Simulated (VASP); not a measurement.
# MnO2: single point with PBE

MnO2:

```
CELL_PARAMETERS angstrom
-1.61084 1.61084 5.60083
1.61084 -1.61084 5.60083
1.61084 1.61084 -5.60083
ATOMIC_POSITIONS crystal
Mn 0.00000 0.00000 0.00000
Mn 0.75000 0.25000 0.50000
O 0.41650 0.41650 0.00000
O 0.16650 0.66650 0.50000
O 0.33350 0.83350 0.50000
O 0.58350 0.58350 0.00000
```

| Quantity | Value |
| --- | --- |
| Program | VASP 6.6.1 |
| Task | single point |
| Functional | PBE |
| Potentials or basis | VASP PAW PBE potentials, release 64 (Mn_pv, O) |
| Cutoff | 520 eV |
| k mesh | 8 × 8 × 8 |
| Occupations | gaussian, width 0.1 eV |
| Spin | collinear spin, ferromagnetic start |
| Starting moments | [4.0, 4.0, 0.0, 0.0, 0.0, 0.0] μB |
| Dipole correction | no |
| Further INCAR settings | ALGO = Normal; EDIFF = 1e-07; NBANDS = 38 |

- Pressure: 19.3 GPa
- Largest force: 0.102 eV/Å
- Net moment: 9.09 μB per cell
- Site moments: Mn +4.36; O -0.01 μB
- Valence electrons inside the program's atomic spheres: Mn 11.23; O 4.83

Forces in eV/Å, atoms in the order of the input:
```
Mn   0.000  0.000  0.000
Mn   0.000  0.000  0.000
O    0.000  0.000 -0.102
O    0.000  0.000 -0.102
O    0.000  0.000  0.102
O    0.000  0.000  0.102
```

Stress tensor (GPa, compression positive):
```
 8.54  0.00  0.00
 0.00  8.54  0.00
 0.00  0.00 40.87
```

Levels at points of the mesh, in eV from the Fermi level:
Spin up:
| k point | band 28 | band 29 | band 30 | band 31 | band 32 | band 33 |
| --- | --- | --- | --- | --- | --- | --- |
| (0.00, 0.00, 0.00) | -1.93 | -0.70 | -0.29 | -0.19 | 0.74 | 0.74 |
| (0.50, 0.00, 0.00) | -1.43 | -1.28 | 0.98 | 1.03 | 1.11 | 4.37 |
| (0.50, 0.50, 0.00) | -1.35 | -0.26 | -0.26 | 1.55 | 1.55 | 4.71 |
| (0.50, 0.50, 0.50) | -1.67 | -1.47 | -1.47 | 0.67 | 0.67 | 1.67 |
Spin down:
```csv
k point,band 17,band 18,band 19,band 20,band 21,band 22,band 23,band 24
"(0.00, 0.00, 0.00)",-1.99,-1.86,-1.86,-1.01,-0.25,-0.25,0.52,0.62
"(0.50, 0.00, 0.00)",-3.72,-3.31,-2.26,-0.29,0.05,0.79,0.79,1.05
"(0.50, 0.50, 0.00)",-4.40,-4.40,-1.02,-1.02,1.37,1.37,1.85,1.85
"(0.50, 0.50, 0.50)",-2.36,-2.36,-1.32,-1.32,0.09,0.09,0.20,0.20
```

Run time: 10 min on 1 thread of Intel(R) Xeon(R) Platinum 8488C (Sapphire Rapids), with other jobs on the host, peak memory 0.51 GiB.

Caveat: semilocal functionals often make such compounds metallic where correlation or magnetic order opens a gap, which also shifts bond lengths; only a ferromagnetic start was run, and an antiferromagnetic order may lie lower in energy. With open d or f shells a metallic result of PBE can be an artefact of self-interaction; +U or a hybrid may open a gap.
